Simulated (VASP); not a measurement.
# Al2Cu (I4/mcm) in VASP: notebook, part 2 of 2

VASP 6.6.1. The steps go on from the part before.

### Step 4. Relaxation of cell and atoms, PBE

This run uses another cell than the first one, of 14.35 Å³/atom.

Input file INCAR:

```
SYSTEM = Al2Cu
PREC     = Accurate       ! precision mode
ENCUT    = 600            ! plane-wave cutoff, eV
EDIFF    = 1E-7           ! SCF threshold, eV
ISMEAR   = 0              ! smearing method
SIGMA    = 0.1            ! smearing width, eV
LREAL    = .FALSE.        ! projectors in reciprocal space
LASPH    = .TRUE.         ! aspherical terms in the spheres
NELM     = 100            ! most SCF steps
ALGO     = Fast           ! electronic algorithm
ISIF     = 3              ! what is computed and relaxed
LWAVE    = .FALSE.        ! write WAVECAR
LCHARG   = .FALSE.        ! write CHGCAR
GGA      = PE             ! functional
IBRION   = 2              ! ionic algorithm
NSW      = 90             ! ionic steps
EDIFFG   = -0.04          ! ionic threshold
```

Input file KPOINTS:

```
regular mesh
0
G
  4 4 4
  0 0 0
```

Input file POSCAR:

```
Al2Cu
1.0
   -2.9988978291      2.9988978291      2.3927372905
    2.9988978291     -2.9988978291      2.3927372905
    2.9988978291      2.9988978291     -2.3927372905
Al Cu
4 2
Direct
    0.8413930800      0.6586069200      0.5000000000
    0.6586069200      0.1586069200      0.8172138300
    0.3413930800      0.8413930800      0.1827861700
    0.1586069200      0.3413930800      0.5000000000
    0.2500000000      0.2500000000      0.0000000000
    0.7500000000      0.7500000000      0.0000000000
```

Potentials or basis: VASP PAW PBE potentials, release 64 (Al, Cu).

Run with:

```sh
> cat potpaw_PBE.64/Al/POTCAR potpaw_PBE.64/Cu/POTCAR > POTCAR
> mpirun -np 1 vasp_std > vasp.out
```

OUTCAR:

```text
SYSTEM = Al2Cu
   PREC = Accurate
   ENCUT = 600
   EDIFF = 1E-7
   ISMEAR = 0
   LREAL = .FALSE.
   LASPH = .TRUE.
   NELM = 100
   ISIF = 3
   GGA = PE
   IBRION = 2
   NSW = 90
   EDIFFG = -0.04

 ion  position               nearest neighbor table
   1  0.841  0.659  0.500-   5 2.56   6 2.56   6 2.56   5 2.56   4 2.69   4 2.85   4 2.85   3 3.06
                             2 3.06   2 3.06   3 3.06   3 3.19   2 3.19   3 3.19   2 3.19
   2  0.659  0.159  0.817-   5 2.56   6 2.56   5 2.56   6 2.56   3 2.69   3 2.85   3 2.85   4 3.06
                             1 3.06   1 3.06   4 3.06   1 3.19   4 3.19   1 3.19   4 3.19
   3  0.341  0.841  0.183-   5 2.56   6 2.56   5 2.56   6 2.56   2 2.69   2 2.85   2 2.85   4 3.06
                             1 3.06   1 3.06   4 3.06   4 3.19   1 3.19   1 3.19   4 3.19
   4  0.159  0.341  0.500-   6 2.56   5 2.56   5 2.56   6 2.56   1 2.69   1 2.85   1 2.85   3 3.06
                             2 3.06   2 3.06   3 3.06   3 3.19   2 3.19   2 3.19   3 3.19
   5  0.250  0.250  0.000-   6 2.39   6 2.39   1 2.56   4 2.56   1 2.56   4 2.56   2 2.56   3 2.56
                             2 2.56   3 2.56
   6  0.750  0.750  0.000-   5 2.39   5 2.39   4 2.56   1 2.56   4 2.56   1 2.56   3 2.56   2 2.56
                             3 2.56   2 2.56

  LATTYP: Found a body centered tetragonal cell.
 ALAT       =     5.9977956582
 C/A-ratio  =     0.7978722274

  Lattice vectors:

 A1 = (  -2.9988978291,   2.9988978291,   2.3927372905)
 A2 = (   2.9988978291,  -2.9988978291,   2.3927372905)
 A3 = (   2.9988978291,   2.9988978291,  -2.3927372905)

Analysis of symmetry for initial positions (statically):
=====================================================================
 Subroutine PRICEL returns:
 Original cell was already a primitive cell.

 Routine SETGRP: Setting up the symmetry group for a
 body centered tetragonal supercell.

 Subroutine GETGRP returns: Found 16 space group operations
 (whereof  8 operations were pure point group operations)
 out of a pool of 16 trial point group operations.

The static configuration has the point symmetry C_4h.
 The point group associated with its full space group is D_4h.

Analysis of symmetry for dynamics (positions and initial velocities):
=====================================================================
 Subroutine PRICEL returns:
 Original cell was already a primitive cell.

 Routine SETGRP: Setting up the symmetry group for a
 body centered tetragonal supercell.

 Subroutine GETGRP returns: Found 16 space group operations
 (whereof  8 operations were pure point group operations)
 out of a pool of 16 trial point group operations.

The dynamic configuration has the point symmetry C_4h.
 The point group associated with its full space group is D_4h.

 Subroutine INISYM returns: Found 16 space group operations
 (whereof  8 operations are pure point group operations),
 and found     1 'primitive' translations

----------------------------------------------------------------------------------------

                                     Primitive cell

  volume of cell :      86.0753

  direct lattice vectors                    reciprocal lattice vectors
    -2.998897829  2.998897829  2.392737290     0.000000000  0.166727921  0.208965690
     2.998897829 -2.998897829  2.392737290     0.166727921  0.000000000  0.208965690
     2.998897829  2.998897829 -2.392737290     0.166727921  0.166727921  0.000000000

  length of vectors
     4.869493621  4.869493621  4.869493621     0.267329122  0.267329122  0.235788887

  position of ions in fractional coordinates (direct lattice)
     0.841393080  0.658606920  0.500000000
     0.658606920  0.158606920  0.817213830
[... 41 lines left out ...]
            Coordinates               Weight
  0.000000  0.000000  0.000000      1.000000
  0.250000  0.000000 -0.000000      8.000000
  0.500000  0.000000 -0.000000      4.000000
  0.250000  0.250000 -0.000000      8.000000
  0.500000  0.250000 -0.000000     16.000000
 -0.250000  0.250000  0.000000      4.000000
  0.500000  0.500000 -0.000000      2.000000
  0.250000  0.250000  0.250000      2.000000
 -0.250000  0.250000  0.250000      4.000000
  0.500000  0.500000  0.250000      4.000000
 -0.250000  0.500000  0.250000      8.000000
 -0.250000 -0.250000  0.250000      2.000000
  0.500000  0.500000  0.500000      1.000000
   k-points           NKPTS =     13   k-points in BZ     NKDIM =     13   number of bands    NBANDS=     21
   number of dos      NEDOS =    301   number of ions     NIONS =      6
   total plane-waves  NPLWV =  64000
   dimension x,y,z NGX =    40 NGY =   40 NGZ =   40
   dimension x,y,z NGXF=    80 NGYF=   80 NGZF=   80
   ions per type =               4   2
   NGX,Y,Z   is equivalent  to a cutoff of  13.66, 13.66, 13.66 a.u.
   NGXF,Y,Z  is equivalent  to a cutoff of  27.31, 27.31, 27.31 a.u.
 SYSTEM =  Al2Cu
   PREC   = accura    normal or accurate (medium, high low for compatibility)
   ISTART =      0    job   : 0-new  1-cont  2-samecut
   ICHARG =      2    charge: 1-file 2-atom 10-const
   ISPIN  =      1    spin polarized calculation?
   LNONCOLLINEAR =      F non collinear calculations
   LSORBIT =      F    spin-orbit coupling
   LASPH  =      T    aspherical Exc in radial PAW
   ENCUT  =  600.0 eV  44.10 Ry    6.64 a.u.   9.73  9.73  9.73*2*pi/ulx,y,z
   NELM   =    100;   NELMIN=  2; NELMDL= -5     # of ELM steps
   EDIFF  = 0.1E-06   stopping-criterion for ELM
   LREAL  =      F    real-space projection
   EDIFFG = -.4E-01   stopping-criterion for IOM
   NSW    =     90    number of steps for IOM
   IBRION =      2    ionic relax: 0-MD 1-quasi-New 2-CG
   NFREE  =      1    steps in history (QN), initial steepest desc. (CG)
   ISIF   =      3    stress and relaxation
   ISYM   =      2    0-nonsym 1-usesym 2-fastsym
   POTIM  = 0.5000    time-step for ionic-motion
   TEBEG  =    0.0;   TEEND  =   0.0 temperature during run
   PSTRESS=    0.0 pullay stress
   NELECT =      34.0000    total number of electrons
   NUPDOWN=      -1.0000    fix difference up-down
   EMIN   =  10.00;   EMAX   =-10.00  energy-range for DOS
   EFERMI =   0.00;   METHOD = LEGACY
   ISMEAR =     0;   SIGMA  =   0.10  broadening in eV -4-tet -1-fermi 0-gaus
   EFERMI_NEDOS =   21; number of points for ismear=-14 and -15
   IALGO  =     68    algorithm
   IMIX   =      4    mixing-type and parameters
     AMIX     =   0.40;   BMIX     =  1.00
     AMIX_MAG =   1.60;   BMIX_MAG =  1.00
  volume/ion in A,a.u.               =      14.35        96.81
  Fermi-wavevector in a.u.,A,eV,Ry     =   1.201181  2.269902 19.630964  1.442835
  Thomas-Fermi vector in A             =   2.336997
   LORBIT       =      0    0 simple, 1 ext, 2 COOP (PROOUT), +10 PAW based schemes
   GGA     = PE    functional components
   LHFCALC =     F    Hartree Fock is set to
   AEXX    =    0.0000 exact exchange contribution
   IVDW    =     0    specifies the selected vdW correction
   LEPSILON=     F    determine dielectric tensor
   LRPA    =     F    only Hartree local field effects (RPA)
 conjugate gradient relaxation of ions
 non-spin polarized calculation
 RMM-DIIS sequential band-by-band and
 Gauss-broadening in eV      SIGMA  =   0.10
  energy-cutoff  :      600.00
  volume of cell :       86.08
 maximum number of plane-waves:      2893
 NGX is ok and might be reduce to    40
   NGX = 19   NGY = 19   NGZ = 19

--------------------------------------- Ionic step        1  -------------------------------------------

 number of electron      34.0000005 magnetization

 Free energy of the ion-electron system (eV)
  ---------------------------------------------------
  ext. energy  EPLUGINS =         0.00000000
  ---------------------------------------------------
  free energy    TOTEN  =       -23.08058400 eV

  energy without entropy =      -23.06701003  energy(sigma->0) =      -23.07379702

------------------------ aborting loop because EDIFF is reached ----------------------------------------

  FORCE on cell =-STRESS in cart. coord.  units (eV):
  Direction    XX          YY          ZZ          XY          YZ          ZX
  --------------------------------------------------------------------------------------
  -------------------------------------------------------------------------------------
  Total        3.3458368      3.3458368      0.5566644      0.0000000      0.0000000      0.0000000
  in kB       62.2783349     62.2783349     10.3615733      0.0000000      0.0000000      0.0000000
  external PRESSURE =      44.9727477 kB  Pullay stress =       0.0000000 kB
[... 267 lines left out ...]
--------------------------------------- Ionic step        8  -------------------------------------------

 number of electron      34.0000016 magnetization

 Free energy of the ion-electron system (eV)
  ---------------------------------------------------
  ext. energy  EPLUGINS =         0.00000000
  ---------------------------------------------------
  free energy    TOTEN  =       -23.17058800 eV

  energy without entropy =      -23.15751909  energy(sigma->0) =      -23.16405355

 E-fermi :   8.0764     XC(G=0): -10.8530

 val. band max:        8.0646846166   @ k =   0.5000   0.0000  -0.0000
 cond. band min:       8.1195373044   @ k =  -0.2500   0.2500   0.2500
 fundamental gap:      0.0548526877
 Fermi energy:         8.0764219369

 k-point     1 :       0.0000    0.0000    0.0000
  band No.  band energies     occupation
      1      -2.7743      2.00000
      2       2.6424      2.00000
      3       2.7883      2.00000
      4       2.9105      2.00000
      5       2.9105      2.00000
      6       3.7842      2.00000
[... 334 lines left out ...]
  FREE ENERGIE OF THE ION-ELECTRON SYSTEM (eV)
  ---------------------------------------------------
  free  energy   TOTEN  =       -23.1705880031 eV

  energy  without entropy=      -23.1575190916  energy(sigma->0) =      -23.16405355

 reached required accuracy - stopping structural energy minimisation
```

Wall time 2 min (1 thread of Intel Xeon 6975P-C (Granite Rapids), shared host); peak memory 0.25 GiB.

Results:

| Property | Result |
| --- | --- |
| Free energy | -23.1706 eV |
| Relaxed volume | 14.92 Å³/atom |
| Relaxed cell | a = 4.949 Å, b = 4.949 Å, c = 4.949 Å, α = 103.27°, β = 103.27°, γ = 122.74° |
| Space group after relaxing (to 0.1 Å) | I4/mcm (No. 140) |
| Energy gained by relaxing | 15.0 meV/atom |
| Ionic steps | 8 |
| Pressure after relaxing | 0.4 GPa |
| Largest force after relaxing | 0.025 eV/Å |
| Band gap on the k mesh | zero (bands 17 and 18 overlap by 3.61 eV) |

Forces in eV/Å, atoms in the order of the input:
```
Al  -0.018  0.018  0.000
Al  -0.018 -0.018  0.000
Al   0.018  0.018  0.000
Al   0.018 -0.018  0.000
Cu   0.000  0.000  0.000
Cu   0.000  0.000  0.000
```

Stress tensor (GPa, compression positive):
```
0.38 0.00 0.00
0.00 0.38 0.00
0.00 0.00 0.30
```

The path:
| step | energy change (eV) | largest force (eV/Å) | pressure (GPa) | volume (Å³) |
| --- | --- | --- | --- | --- |
| 1 | 0.0000 | 0.1195 | 4.50 | 86.08 |
| 2 | -0.0756 | 0.0766 | -1.60 | 91.18 |
| 3 | -0.0777 | 0.0777 | -0.73 | 90.40 |
| 4 | -0.0872 | 0.1100 | -0.07 | 90.00 |
| 5 | -0.0872 | 0.1087 | -0.18 | 90.02 |
| 6 | -0.0892 | 0.0711 | 0.07 | 89.77 |
| 7 | -0.0900 | 0.0157 | 0.40 | 89.46 |
| 8 | -0.0900 | 0.0249 | 0.35 | 89.50 |

Final structure:
```cif
data_structure
_symmetry_space_group_name_H-M 'P 1'
_symmetry_Int_Tables_number 1
_cell_length_a 4.9492
_cell_length_b 4.9492
_cell_length_c 4.9492
_cell_angle_alpha 103.274
_cell_angle_beta 103.274
_cell_angle_gamma 122.738
_cell_volume 89.50
loop_
_atom_site_label
_atom_site_type_symbol
_atom_site_fract_x
_atom_site_fract_y
_atom_site_fract_z
_atom_site_occupancy
Al1 Al 0.84375 0.65625 0.50000 1
Al2 Al 0.65625 0.15625 0.81251 1
Al3 Al 0.34375 0.84375 0.18749 1
Al4 Al 0.15625 0.34375 0.50000 1
Cu1 Cu 0.25000 0.25000 0.00000 1
Cu2 Cu 0.75000 0.75000 0.00000 1
```

Caveat: the k points lie up to 0.42 Å⁻¹ apart in the final cell, too coarse for converged energies and pressures of a metal.

### Step 5. Single point, PBE

Input file INCAR:

```
SYSTEM = Al2Cu
ALGO = Fast
EDIFF = 1E-6
ENCUT = 520
GGA = PE
ISIF = 2
ISMEAR = 0
LASPH = .TRUE.
LCHARG = .TRUE.
LELF = .TRUE.
LREAL = .FALSE.
LVHAR = .TRUE.
LWAVE = .FALSE.
NBANDS = 26
NELM = 100
PREC = Accurate
SIGMA = 0.1
```

Input file KPOINTS:

```
k-points
0
G
  10 10 10
  0 0 0
```

Input file POSCAR:

```
Al2Cu
1.0
   -3.0260156006      3.0260156006      2.4421535012
    3.0260156006     -3.0260156006      2.4421535012
    3.0260156006      3.0260156006     -2.4421535012
Al Cu
4 2
Direct
    0.3412628362      0.1587371638      0.5000000000
    0.1587371638      0.6587371638      0.8174743276
    0.8412628362      0.3412628362      0.1825256724
    0.6587371638      0.8412628362      0.5000000000
    0.7500000000      0.7500000000      0.0000000000
    0.2500000000      0.2500000000      0.0000000000
```

Potentials or basis: VASP PAW PBE potentials, release 64 (Al, Cu).

Run with:

```sh
> cat potpaw_PBE.64/Al/POTCAR potpaw_PBE.64/Cu/POTCAR > POTCAR
> mpirun -np 1 vasp_std > vasp.out
```

OUTCAR:

```text
SYSTEM = Al2Cu
   EDIFF = 1E-6
   ENCUT = 520
   GGA = PE
   ISIF = 2
   ISMEAR = 0
   LASPH = .TRUE.
   LREAL = .FALSE.
   NELM = 100
   PREC = Accurate

 ion  position               nearest neighbor table
   1  0.341  0.159  0.500-   5 2.58   6 2.58   6 2.58   5 2.58   4 2.72   4 2.90   4 2.90   2 3.11
                             3 3.11   2 3.11   3 3.11   2 3.22   3 3.22   3 3.22   2 3.22
   2  0.159  0.659  0.817-   5 2.58   6 2.58   5 2.58   6 2.58   3 2.72   3 2.90   3 2.90   1 3.11
                             4 3.11   4 3.11   1 3.11   1 3.22   4 3.22   1 3.22   4 3.22
[... 915 lines left out ...]
  -------------------------------------------------------------------------------------
  Total        0.0779043      0.0779043      0.0731020      0.0000000      0.0000000      0.0000000
  in kB        1.3953945      1.3953945      1.3093763      0.0000000      0.0000000      0.0000000
  external PRESSURE =       1.3667217 kB  Pullay stress =       0.0000000 kB

 VOLUME and BASIS-vectors are now :
 -----------------------------------------------------------------------------
  energy-cutoff  :      520.00
  volume of cell :       89.45
      direct lattice vectors                 reciprocal lattice vectors
    -3.026015601  3.026015601  2.442153501     0.000000000  0.165233781  0.204737335
     3.026015601 -3.026015601  2.442153501     0.165233781  0.000000000  0.204737335
     3.026015601  3.026015601 -2.442153501     0.165233781  0.165233781  0.000000000

 POSITION                                       TOTAL-FORCE (eV/Angst)
 -----------------------------------------------------------------------------------
      0.96068      2.06533      0.00000        -0.001942      0.001942      0.000000
      3.98670      0.96068     -0.00000        -0.001942     -0.001942      0.000000
     -0.96068      2.06533      2.44215         0.001942      0.001942     -0.000000
      2.06533      0.96068      2.44215         0.001942     -0.001942      0.000000
      0.00000      0.00000      3.66323         0.000000     -0.000000      0.000000
      0.00000      0.00000      1.22108        -0.000000      0.000000      0.000000
 -----------------------------------------------------------------------------------
    total drift:                               -0.000000     -0.000000      0.000000

  FREE ENERGIE OF THE ION-ELECTRON SYSTEM (eV)
  ---------------------------------------------------
  free  energy   TOTEN  =       -23.3892011328 eV

  energy  without entropy=      -23.3800171167  energy(sigma->0) =      -23.38460912
```

stdout:

```text
POSCAR found type information on POSCAR AlCu
 POSCAR found :  2 types and       6 ions
 scaLAPACK will be used
 LDA part: xc-table for (Slater+PW92), standard interpolation
 POSCAR, INCAR and KPOINTS ok, starting setup
 FFT: planning ... GRIDC
 FFT: planning ... GRID_SOFT
 FFT: planning ... GRID
 WAVECAR not read
 entering main loop
```

Run time: 2.6 min. Hardware: 1 thread of Intel Xeon 6975P-C (Granite Rapids), shared host; peak memory 0.37 GiB.

What came out:

```
Free energy            : -23.3892 eV
Pressure               : 0.1 GPa
Band gap on the k mesh : zero (bands 17 and 18 overlap by 4.31 eV)
```

Forces on the atoms (eV/Å):
```
Al  -0.002  0.002  0.000
Al  -0.002 -0.002  0.000
Al   0.002  0.002  0.000
Al   0.002 -0.002  0.000
Cu   0.000  0.000  0.000
Cu   0.000  0.000  0.000
```

### Step 6. Summary

| task | cell | k mesh | cutoff (eV) | gap on the mesh (eV) | pressure (GPa) | largest force (eV/Å) |
| --- | --- | --- | --- | --- | --- | --- |
| single point | a = 4.949 Å, angles 103.3, 103.3, 122.7°, 6 atoms, atomic positions A | 4 × 4 × 4 | 520 | none | 0.3 | 0.05 |
| single point | a = 4.869 Å, angles 104.0, 104.0, 121.1°, 6 atoms, atomic positions B | 6 × 6 × 6 | 520 | none | 4.4 | 0.05 |
| relaxation of cell and atoms | relaxed from a = 4.869 Å, angles 104.0, 104.0, 121.1°, 6 atoms, atomic positions B | 4 × 4 × 4 | 600 | none | 0.4 | 0.02 |
| single point | a = 4.927 Å, angles 104.2, 104.2, 120.6°, 6 atoms, atomic positions C | 10 × 10 × 10 | 520 | none | 0.1 | - |

Alike in all rows: level PBE; potentials or basis VASP PAW PBE potentials, release 64 (Al, Cu); no spin polarisation; smearing gaussian 0.1 eV.

Caveats: some runs use coarse meshes; the cell stands under pressure (at least some runs).

Absolute energies hang on the potentials; compare differences alone.

The gap in the log of VASP goes by the Fermi energy; the results here count the filled bands.